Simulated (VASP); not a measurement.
# F (P6_3/mmc) in VASP: notebook

The runs below take F through single point, with PBEsol.

Program: VASP 6.6.1. These are calculated values, not measurements. Logs are shortened: lines on timing, memory, paths and dates and some standing lists are left out, and cuts for length are marked.

## 1. The cell of the first run

It takes space group P6_3/mmc (No. 194, hexagonal). The conventional cell has a = 2.022 Å, b = 2.022 Å, c = 2.768 Å, α = 90.00°, β = 90.00°, γ = 120.00°. F (site symmetry -6m2) has 12 F at 1.81 to 2.02 Å within 2.4 Å.

## 2. Single point, PBEsol (4.90 Å³/atom)

The input, INCAR:

```
SYSTEM = F
  ALGO = Normal
  EDIFF = 1E-7
  ENCUT = 520
  GGA = PS
  ISIF = 2
  ISMEAR = -1
  LASPH = .TRUE.
  LCHARG = .FALSE.
  LREAL = .FALSE.
  LWAVE = .FALSE.
  NBANDS = 14
  NELM = 80
  PREC = Accurate
  SIGMA = 0.1
```

The input, KPOINTS:

```
k-points
0
G
  18 18 10
  0 0 0
```

The input, POSCAR:

```
F
1.0
    2.0223470252      0.0000000000      0.0000000000
   -1.0111735126      1.7514038991      0.0000000000
    0.0000000000      0.0000000000      2.7681978994
F
2
Direct
    0.3333333333      0.6666666667      0.2500000000
    0.6666666667      0.3333333333      0.7500000000
```

Potentials or basis: VASP PAW PBE potentials, release 64 (F).

On the command line:

```bash
$ cat potpaw_PBE.64/F/POTCAR > POTCAR
$ mpirun -np 1 vasp_std > vasp.out
```

OUTCAR:

```text
SYSTEM = F
   EDIFF = 1E-7
   ENCUT = 520
   GGA = PS
   ISIF = 2
   ISMEAR = -1
   LASPH = .TRUE.
   LREAL = .FALSE.
   NELM = 80
   PREC = Accurate

 ion  position               nearest neighbor table
   1  0.333  0.667  0.250-   2 1.81   2 1.81   2 1.81   2 1.81   2 1.81   2 1.81
   2  0.667  0.333  0.750-   1 1.81   1 1.81   1 1.81   1 1.81   1 1.81   1 1.81

  LATTYP: Found a hexagonal cell.
 ALAT       =     2.0223470252
 C/A-ratio  =     1.3688045943

  Lattice vectors:

 A1 = (   2.0223470252,   0.0000000000,   0.0000000000)
 A2 = (  -1.0111735126,   1.7514038991,   0.0000000000)
 A3 = (   0.0000000000,   0.0000000000,   2.7681978994)

Analysis of symmetry for initial positions (statically):
=====================================================================
 Subroutine PRICEL returns:
 Original cell was already a primitive cell.

 Routine SETGRP: Setting up the symmetry group for a
 hexagonal supercell.

 Subroutine GETGRP returns: Found 24 space group operations
 (whereof 12 operations were pure point group operations)
 out of a pool of 24 trial point group operations.

The static configuration has the point symmetry D_3d.
 The point group associated with its full space group is D_6h.

Analysis of symmetry for dynamics (positions and initial velocities):
=====================================================================
 Subroutine PRICEL returns:
 Original cell was already a primitive cell.

 Routine SETGRP: Setting up the symmetry group for a
 hexagonal supercell.

 Subroutine GETGRP returns: Found 24 space group operations
 (whereof 12 operations were pure point group operations)
 out of a pool of 24 trial point group operations.

The dynamic configuration has the point symmetry D_3d.
 The point group associated with its full space group is D_6h.

 Subroutine INISYM returns: Found 24 space group operations
 (whereof 12 operations are pure point group operations),
 and found     1 'primitive' translations

----------------------------------------------------------------------------------------

                                     Primitive cell

  volume of cell :       9.8048

  direct lattice vectors                    reciprocal lattice vectors
     2.022347025  0.000000000  0.000000000     0.494474978  0.285485261  0.000000000
    -1.011173513  1.751403899  0.000000000     0.000000000  0.570970523  0.000000000
     0.000000000  0.000000000  2.768197899     0.000000000  0.000000000  0.361245849

  length of vectors
     2.022347025  2.022347025  2.768197899     0.570970523  0.570970523  0.361245849

  position of ions in fractional coordinates (direct lattice)
     0.333333333  0.666666667  0.250000000
     0.666666667  0.333333333  0.750000000

  ion indices of the primitive-cell ions
   primitive index   ion index
                 1           1
                 2           2

----------------------------------------------------------------------------------------

 KPOINTS: k-points

Automatic generation of k-mesh.
 Grid dimensions read from file:
 generate k-points for:   18   18   10

 Generating k-lattice:

  Cartesian coordinates                     Fractional coordinates (reciprocal lattice)
     0.027470832  0.015860292  0.000000000     0.055555556  0.000000000  0.000000000
     0.000000000  0.031720585  0.000000000     0.000000000  0.055555556  0.000000000
     0.000000000  0.000000000  0.036124585     0.000000000  0.000000000  0.100000000

  Length of vectors
     0.031720585  0.031720585  0.036124585

  Shift w.r.t. Gamma in fractional coordinates (k-lattice)
     0.000000000  0.000000000  0.000000000

 Subroutine IBZKPT returns following result:
 ===========================================

 Found    222 irreducible k-points:

 Following reciprocal coordinates:
            Coordinates               Weight
  0.000000  0.000000  0.000000      1.000000
  0.055556  0.000000  0.000000      6.000000
  0.111111  0.000000  0.000000      6.000000
  0.166667  0.000000  0.000000      6.000000
  0.222222  0.000000  0.000000      6.000000
  0.277778  0.000000  0.000000      6.000000
[... 16 lines left out ...]
  0.333333  0.111111  0.000000     12.000000
  0.388889  0.111111  0.000000     12.000000
 [... further k-points ...]
   k-points           NKPTS =    222   k-points in BZ     NKDIM =    222   number of bands    NBANDS=     14
   number of dos      NEDOS =    301   number of ions     NIONS =      2
   total plane-waves  NPLWV =   6144
   dimension x,y,z NGX =    16 NGY =   16 NGZ =   24
   dimension x,y,z NGXF=    32 NGYF=   32 NGZF=   48
   ions per type =               2
   NGX,Y,Z   is equivalent  to a cutoff of  13.15, 13.15, 14.41 a.u.
   NGXF,Y,Z  is equivalent  to a cutoff of  26.31, 26.31, 28.83 a.u.
 SYSTEM =  F
   PREC   = accura    normal or accurate (medium, high low for compatibility)
   ISTART =      0    job   : 0-new  1-cont  2-samecut
   ICHARG =      2    charge: 1-file 2-atom 10-const
[... 66 lines left out ...]
      4       4.9956      2.00000
      5       4.9956      2.00000
      6       7.2728      0.00358
      7       7.2728      0.00358
      8       8.8911      0.00000
      9      29.6558      0.00000
     10      29.9263      0.00000
     11      41.9536      0.00000
     12      44.6676      0.00000
     13      44.6676      0.00000
     14      50.1622      0.00000

 k-point     2 :       0.0556    0.0000    0.0000
  band No.  band energies     occupation
      1     -23.4365      2.00000
      2     -13.9403      2.00000
      3      -4.3103      2.00000
      4       4.7037      2.00000
      5       4.8815      2.00000
      6       7.0982      0.02035
      7       7.2949      0.00287
      8       8.8158      0.00000
      9      29.8086      0.00000
     10      30.1672      0.00000
     11      41.6993      0.00000
     12      43.2716      0.00000
     13      44.9400      0.00000
     14      51.2280      0.00000

 k-point     3 :       0.1111    0.0000    0.0000
  band No.  band energies     occupation
      1     -23.1334      2.00000
      2     -13.8450      2.00000
      3      -4.0292      2.00000
      4       3.8908      2.00000
      5       4.5775      2.00000
      6       6.5992      1.20314
      7       7.3350      0.00192
      8       8.5870      0.00000
      9      30.1675      0.00000
     10      30.8461      0.00000
     11      40.9019      0.00000
     12      41.0393      0.00000
     13      45.7311      0.00000
     14      49.4604      0.00000

 k-point     4 :       0.1667    0.0000    0.0000
  band No.  band energies     occupation
      1     -22.6357      2.00000
      2     -13.7171      2.00000
      3      -3.5705      2.00000
      4       2.7129      2.00000
      5       4.1612      2.00000
      6       5.8454      1.99930
      7       7.3539      0.00159
      8       8.2078      0.00000
      9      30.4708      0.00000
     10      31.8738      0.00000
     11      39.1740      0.00000
     12      39.6020      0.00000
     13      46.9966      0.00000
     14      47.7348      0.00000

 k-point     5 :       0.2222    0.0000    0.0000
  band No.  band energies     occupation
      1     -21.9567      2.00000
      2     -13.6047      2.00000
      3      -2.9498      2.00000
      4       1.3650      2.00000
      5       3.7051      2.00000
      6       4.9281      2.00000
      7       7.3331      0.00196
      8       7.6834      0.00006
      9      30.4029      0.00000
     10      33.1278      0.00000
     11      37.9829      0.00000
[... 276 lines left out ...]
 k-point    22 :       0.2778    0.1111    0.0000
  band No.  band energies     occupation
      1     -19.8997      2.00000
      2     -13.7426      2.00000
      3      -1.1007      2.00000
      4      -0.8987      2.00000
      5       1.4512      2.00000
      6       3.7935      2.00000
      7       6.0827      1.99246
      8       6.6936      0.74038
      9      30.0804      0.00000
     10      34.2644      0.00000
     11      35.5139      0.00000
     12      37.0786      0.00000
     13      45.3855      0.00000
     14      46.7977      0.00000

 k-point    23 :       0.3333    0.1111    0.0000
  band No.  band energies     occupation
      1     -18.9024      2.00000
      2     -14.1201      2.00000
      3      -1.7434      2.00000
      4      -0.2299      2.00000
      5       1.2812      2.00000
      6       2.9767      2.00000
      7       5.2924      2.00000
      8       6.5864      1.26377
      9      29.4836      0.00000
     10      33.1355      0.00000
     11      36.5465      0.00000
     12      37.0178      0.00000
     13      45.6817      0.00000
     14      46.3727      0.00000

 k-point    24 :       0.3889    0.1111    0.0000
  band No.  band energies     occupation
      1     -18.0011      2.00000
      2     -14.6351      2.00000
      3      -2.2485      2.00000
      4       0.5281      2.00000
      5       1.3403      2.00000
      6       2.2687      2.00000
      7       4.5868      2.00000
      8       6.5141      1.55914
      9      29.0757      0.00000
     10      32.4231      0.00000
     11      36.9548      0.00000
     12      37.2415      0.00000
     13      46.0464      0.00000
     14      46.1214      0.00000

 [... further k-points ...]
[... 5 lines left out ...]
  --------------------------------------------------------------------------------------
  -------------------------------------------------------------------------------------
  Total       14.3056505     14.3056505     14.3737873      0.0000000     -0.0000000      0.0000000
  in kB     2337.6477235   2337.6477235   2348.7817750      0.0000000     -0.0000000      0.0000000
  external PRESSURE =    2341.3590740 kB  Pullay stress =       0.0000000 kB

 VOLUME and BASIS-vectors are now :
 -----------------------------------------------------------------------------
  energy-cutoff  :      520.00
  volume of cell :        9.80
      direct lattice vectors                 reciprocal lattice vectors
     2.022347025  0.000000000  0.000000000     0.494474978  0.285485261  0.000000000
    -1.011173513  1.751403899  0.000000000     0.000000000  0.570970523  0.000000000
     0.000000000  0.000000000  2.768197899     0.000000000  0.000000000  0.361245849

 POSITION                                       TOTAL-FORCE (eV/Angst)
 -----------------------------------------------------------------------------------
     -0.00000      1.16760      0.69205         0.000000      0.000000      0.000000
      1.01117      0.58380      2.07615        -0.000000     -0.000000      0.000000
 -----------------------------------------------------------------------------------
    total drift:                               -0.000000      0.000000      0.000000

  FREE ENERGIE OF THE ION-ELECTRON SYSTEM (eV)
  ---------------------------------------------------
  free  energy   TOTEN  =         1.3746959911 eV

  energy  without entropy=        1.4280331720  energy(sigma->0) =        1.40136458
```

It took 24 s on 1 thread of Intel Xeon 8259CL, shared host; peak memory 0.13 GiB.

What came out:

```
Free energy            : 1.3747 eV
Pressure               : 234.1 GPa
Band gap on the k mesh : zero (bands 7 and 8 overlap by 3.46 eV)
```

Levels at points of the mesh, in eV from the Fermi level:
```
           k point  band 4  band 5  band 6  band 7  band 8  band 9  band 10  band 11
(0.00, 0.00, 0.00)   -1.64   -1.64    0.63    0.63    2.25   23.02    23.29    35.31
(0.50, 0.00, 0.00)   -6.02   -5.27   -4.29   -2.21    0.43   21.17    26.13    29.92
(0.00, 0.00, 0.50)   -3.16   -0.51   -0.51   -0.51   -0.51   25.39    25.39    37.14
(0.50, 0.00, 0.50)  -10.89   -2.16   -2.16   -0.34   -0.34   23.67    23.67    33.16
```

Caveat: the cell stands under pressure; the PAW data sets were made with another functional, which shifts forces and pressure a little.

## 3. Single point, PBEsol (5.88 Å³/atom)

This run uses another cell than the first one, of 5.88 Å³/atom.

The input, INCAR:

```
PREC = Accurate
ENCUT = 520
EDIFF = 1E-6
ISMEAR = -1
SIGMA = 0.1
LREAL = False
LASPH = True
NELM = 100
ALGO = Normal
ISIF = 2
LWAVE = False
LCHARG = False
GGA = PS
NBANDS = 14
```

The input, KPOINTS:

```
regular mesh
0
Gamma
  18 18 10
```

The input, POSCAR:

```
F
1.0
    2.1919566970      0.0000000000      0.0000000000
   -1.0959783485      1.8982901836      0.0000000000
    0.0000000000      0.0000000000      2.8276509698
F
2
Direct
    0.3333333333      0.6666666667      0.2500000000
    0.6666666667      0.3333333333      0.7500000000
```

Potentials or basis: VASP PAW PBE potentials, release 64 (F).

On the command line:

```bash
$ cat potpaw_PBE.64/F/POTCAR > POTCAR
$ mpirun -np 1 vasp_std > vasp.out
```

Run time: 22 s. Hardware: 1 thread of Intel Xeon 8259CL, shared host; peak memory 0.14 GiB.

Results (log left out):

```yaml
Free_energy: -0.6467 eV
Pressure: 109.9 GPa
Band_gap_on_the_k_mesh: zero (bands 7 and 8 overlap by 2.45 eV)
```

Stress tensor (GPa, compression positive):
```
109.56   0.00   0.00
  0.00 109.56   0.00
  0.00   0.00 110.49
```

Levels at points of the mesh, in eV from the Fermi level:
| k point | band 5 | band 6 | band 7 | band 8 | band 9 | band 10 |
| --- | --- | --- | --- | --- | --- | --- |
| (0.00, 0.00, 0.00) | -1.89 | 0.26 | 0.26 | 1.69 | 19.16 | 21.37 |
| (0.50, 0.00, 0.00) | -3.92 | -3.75 | -1.77 | 0.36 | 20.14 | 25.97 |
| (0.00, 0.00, 0.50) | -0.81 | -0.81 | -0.81 | -0.81 | 22.18 | 22.18 |
| (0.50, 0.00, 0.50) | -1.97 | -1.97 | -0.10 | -0.10 | 22.25 | 22.25 |

Caveat: the cell stands under pressure; the PAW data sets were made with another functional, which shifts forces and pressure a little.

## 4. Single point, PBEsol (6.86 Å³/atom)

This run uses another cell than the first one, of 6.86 Å³/atom.

The input, INCAR:

```
SYSTEM = F
ALGO = Normal
EDIFF = 1E-6
ENCUT = 520
GGA = PS
ISIF = 2
ISMEAR = -1
LASPH = .True.
LCHARG = .False.
LREAL = .False.
LWAVE = .False.
NBANDS = 14
NELM = 60
PREC = Accurate
SIGMA = 0.1
```

The input, KPOINTS:

```
k-points
0
Gamma
  18 18 10
  0 0 0
```

The input, POSCAR:

```
F
1.0
    2.3551009578      0.0000000000      0.0000000000
   -1.1775504789      2.0395772579      0.0000000000
    0.0000000000      0.0000000000      2.8577055176
F
2
Direct
    0.3333333333      0.6666666667      0.2500000000
    0.6666666667      0.3333333333      0.7500000000
```

On the command line:

```bash
$ cat potpaw_PBE.64/F/POTCAR > POTCAR
$ mpirun -np 1 vasp_std > vasp.out
```

It took 31 s on 1 thread of Intel Xeon 8259CL, shared host; peak memory 0.14 GiB.

The run converged. Its results:

```yaml
Free_energy: -1.6089 eV
Pressure: 51.8 GPa
Band_gap_on_the_k_mesh: zero (bands 7 and 8 overlap by 1.90 eV)
```

Stress tensor (GPa, compression positive):
```
51.77  0.00  0.00
 0.00 51.77  0.00
 0.00  0.00 51.97
```

Levels at points of the mesh, in eV from the Fermi level:
```csv
k point,band 4,band 5,band 6,band 7,band 8,band 9,band 10,band 11
"(0.00, 0.00, 0.00)",-2.04,-2.04,0.04,0.04,1.26,16.59,20.29,31.24
"(0.50, 0.00, 0.00)",-3.92,-3.65,-2.72,-1.47,0.32,19.15,24.61,25.06
"(0.00, 0.00, 0.50)",-2.64,-0.99,-0.99,-0.99,-0.99,20.07,20.07,32.58
"(0.50, 0.00, 0.50)",-7.27,-1.83,-1.83,0.04,0.04,21.09,21.09,27.78
```

Caveat: the cell stands under pressure; the PAW data sets were made with another functional, which shifts forces and pressure a little.

## 5. Single point, PBEsol (6.86 Å³/atom)

This run uses another cell than the first one, of 6.86 Å³/atom.

The input, INCAR:

```
PREC     = Accurate       # precision mode
ENCUT    = 520            # plane-wave cutoff, eV
EDIFF    = 1E-6           # SCF threshold, eV
ISMEAR   = -1             # smearing method
SIGMA    = 0.1            # smearing width, eV
LREAL    = F              # projectors in reciprocal space
LASPH    = T              # aspherical terms in the spheres
NELM     = 60             # most SCF steps
ALGO     = Normal         # electronic algorithm
ISIF     = 2              # what is computed and relaxed
LWAVE    = F              # write WAVECAR
LCHARG   = F              # write CHGCAR
GGA      = PS             # functional
NBANDS   = 14             # bands
```

The input, KPOINTS:

```
regular mesh
0
Gamma
  18 18 10
```

POSCAR is that of step 4.

On the command line:

```bash
$ cat potpaw_PBE.64/F/POTCAR > POTCAR
$ mpirun -np 1 vasp_std > vasp.out
```

It took 37 s on 1 thread of Intel Xeon 8259CL, shared host; peak memory 0.14 GiB.

The run converged. Its results:

| Property | Result |
| --- | --- |
| Free energy | -1.6089 eV |
| Pressure | 51.8 GPa |
| Band gap on the k mesh | zero (bands 7 and 8 overlap by 1.90 eV) |

Stress tensor (GPa, compression positive):
```
51.77  0.00  0.00
 0.00 51.77  0.00
 0.00  0.00 51.97
```

Levels at points of the mesh, in eV from the Fermi level:
| k point | band 3 | band 4 | band 5 | band 6 | band 7 | band 8 | band 9 | band 10 | band 11 | band 12 |
| --- | --- | --- | --- | --- | --- | --- | --- | --- | --- | --- |
| (0.00, 0.00, 0.00) | -6.81 | -2.04 | -2.04 | 0.04 | 0.04 | 1.26 | 16.59 | 20.29 | 31.24 | 32.25 |
| (0.50, 0.00, 0.00) | -5.91 | -3.92 | -3.65 | -2.72 | -1.47 | 0.32 | 19.15 | 24.61 | 25.06 | 25.97 |
| (0.00, 0.00, 0.50) | -2.64 | -2.64 | -0.99 | -0.99 | -0.99 | -0.99 | 20.07 | 20.07 | 32.58 | 32.58 |
| (0.50, 0.00, 0.50) | -7.27 | -7.27 | -1.83 | -1.83 | 0.04 | 0.04 | 21.09 | 21.09 | 27.78 | 27.78 |

Caveat: the cell stands under pressure; the PAW data sets were made with another functional, which shifts forces and pressure a little.

## 6. Single point, PBEsol (7.84 Å³/atom)

This run uses another cell than the first one, of 7.84 Å³/atom.

The input, INCAR:

```
SYSTEM = F
  PREC = Accurate
  ENCUT = 520
  EDIFF = 1E-7
  ISMEAR = -1
  SIGMA = 0.1
  LREAL = .FALSE.
  LASPH = .TRUE.
  NELM = 100
  ALGO = Normal
  ISIF = 2
  LWAVE = .FALSE.
  LCHARG = .FALSE.
  GGA = PS
  NBANDS = 14
```

The input, KPOINTS:

```
Automatic mesh
0
G
  18 18 10
  0 0 0
```

The input, POSCAR:

```
F
1.0
    2.5131615857      0.0000000000      0.0000000000
   -1.2565807929      2.1764617770      0.0000000000
    0.0000000000      0.0000000000      2.8680561719
F
2
Direct
    0.3333333333      0.6666666667      0.2500000000
    0.6666666667      0.3333333333      0.7500000000
```

Potentials or basis: VASP PAW PBE potentials, release 64 (F).

On the command line:

```bash
$ cat potpaw_PBE.64/F/POTCAR > POTCAR
$ mpirun -np 1 vasp_std > vasp.out
```

It took 49 s on 1 thread of Intel Xeon 8259CL, shared host; peak memory 0.15 GiB.

Results (log left out):

* Free energy: -2.0589 eV
* Pressure: 22.7 GPa
* Band gap on the k mesh: zero (bands 7 and 8 overlap by 1.91 eV)

Stress tensor (GPa, compression positive):
```
22.66  0.00  0.00
 0.00 22.66  0.00
 0.00  0.00 22.77
```

Levels at points of the mesh, in eV from the Fermi level:
```csv
k point,band 3,band 4,band 5,band 6,band 7,band 8,band 9,band 10,band 11,band 12
"(0.00, 0.00, 0.00)",-5.48,-2.13,-2.13,-0.10,-0.10,0.93,14.83,19.75,30.11,30.11
"(0.50, 0.00, 0.00)",-4.94,-3.45,-3.23,-2.02,-1.25,0.30,18.19,22.78,23.41,26.09
"(0.00, 0.00, 0.50)",-2.49,-2.49,-1.09,-1.09,-1.09,-1.09,18.66,18.66,30.50,30.50
"(0.50, 0.00, 0.50)",-6.18,-6.18,-1.71,-1.71,0.12,0.12,20.13,20.13,25.95,25.95
```

Caveat: the cell stands under pressure; the PAW data sets were made with another functional, which shifts forces and pressure a little.

## 7. The runs side by side

```tsv
cell	gap on the mesh (eV)	pressure (GPa)
a = 2.022, b = 2.022, c = 2.768 Å, angles 90.0, 90.0, 120.0°, 2 atoms	none	234.1
a = 2.192, b = 2.192, c = 2.828 Å, angles 90.0, 90.0, 120.0°, 2 atoms	none	109.9
a = 2.355, b = 2.355, c = 2.858 Å, angles 90.0, 90.0, 120.0°, 2 atoms	none	51.8
a = 2.513, b = 2.513, c = 2.868 Å, angles 90.0, 90.0, 120.0°, 2 atoms	none	22.7
```

Alike in all rows: task single point; level PBEsol; potentials or basis VASP PAW PBE potentials, release 64 (F); no spin polarisation; k mesh 18 × 18 × 10; cutoff (eV) 520; smearing fermi-dirac 0.1 eV.

Caveats: the cell stands under pressure; the PAW data sets were made with another functional, which shifts forces and pressure a little.

Absolute energies hang on the potentials; compare differences alone.
